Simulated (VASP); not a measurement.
Se, 3 atoms in the cell. It takes space group P3_121 (No. 152, trigonal). Conventional cell: a = 3.976 Å, b = 3.976 Å, c = 5.654 Å, α = 90.00°, β = 90.00°, γ = 120.00°. Se (site symmetry 2) has 6 Se at 2.54 to 3.25 Å within 3.4 Å.  This cell differs from its parent crystal: volume 25.804 Å^3 an atom, c/a of the conventional cell 1.4220.

| Quantity | Value |
| --- | --- |
| Program | VASP 6.6.1 |
| Task | single point |
| Functional | PBE |
| Dispersion | D3(BJ) |
| Potentials or basis | VASP PAW PBE potentials, release 64 (Se) |
| Cutoff | 520 eV |
| k mesh | 12 × 12 × 8 |
| Occupations | gaussian, width 0.05 eV |
| Spin | no spin polarisation |
| Dipole correction | no |
| Further INCAR settings | ALGO = Normal; EDIFF = 1e-07; NBANDS = 16 |

Potentials or basis: VASP PAW PBE potentials, release 64 (Se).

Command:

```console
$ cat potpaw_PBE.64/Se/POTCAR > POTCAR
$ mpirun -np 1 vasp_std > vasp.out
```

Hardware: 1 thread of Intel(R) Xeon(R) 6975P-C (Granite Rapids), with other jobs on the host.

Task: Estimate the wall time of this run.

Result: Run time: 61 s on 1 thread of Intel(R) Xeon(R) 6975P-C (Granite Rapids) (shared host), peak memory 0.27 GiB. Counts: scf iterations 13, k points 131.
